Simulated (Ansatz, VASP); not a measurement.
CaO: VASP beside Ansatz

```xyz
2
Lattice="3.0611 0.0000 0.0000 0.0000 3.0611 0.0000 0.0000 0.0000 3.0611" Properties=species:S:1:pos:R:3 pbc="T T T"
Ca    0.0000    0.0000    0.0000
O     1.5306    1.5306    1.5306
```

Change from the starting cell: hydrostatic strain +5.4%.

Alike in both runs: task single point; functional PBE; k mesh 8 × 8 × 8; occupations fermi-dirac, width 0.02 eV; no spin polarisation.

```csv
,VASP,Ansatz
version,VASP 6.6.1,Ansatz 0.2.0
potentials or method,"VASP PAW PBE potentials, release 64 (Ca_sv, O)","plane waves, PAW"
plane-wave cutoff (eV),520,420
valence electrons in the cell,16,16
```

```tsv
	VASP	Ansatz	Ansatz less VASP
gap on the k mesh at the Fermi level (eV)	2.77	2.78	+0.009
pressure (GPa)	-10.0	-10.3	-0.30
```
